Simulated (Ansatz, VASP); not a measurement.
## Two plane-wave programs on Ta

```xyz
4
Lattice="2.8975 -2.7616 0.0000 2.8975 2.7616 0.0000 0.0000 0.0000 4.9177" Properties=species:S:1:pos:R:3 pbc="T T T"
Ta    2.8975    1.3808    2.4589
Ta    2.8975   -1.3808    2.4588
Ta    1.4487    1.3808    0.0000
Ta    1.4487   -1.3808    0.0000
```

Alike in both runs: functional PBE; k mesh 4 × 4 × 2; occupations gaussian, width 0.1 eV; no spin polarisation.

Ansatz relaxed the structure, and its values are those at the end. VASP's run is a single point on that final structure, the one shown.

```csv
,VASP,Ansatz
version,VASP 6.6.1,Ansatz 0.2.0
potentials or method,"VASP PAW PBE potentials, release 64 (Ta_pv), cutoff 520 eV","scalar-relativistic, plane waves, PAW"
valence electrons in the cell,44,52
```

Ansatz gave:

| Property | Result |
| --- | --- |
| gap on the k mesh at the Fermi level (eV) | none |
| pressure (GPa) | 0.0 |

Estimate VASP's values.

gap on the k mesh at the Fermi level (eV): none; pressure (GPa): 0.1.

A gap of «none» marks a metal or a gap that the smearing closes. VASP's potentials hold 44 valence electrons a cell and Ansatz's 52, so a difference there can come from the potentials and not from the codes.

The k mesh is coarse, so the values compare programs but aren't converged. Neither program's run includes spin-orbit coupling.
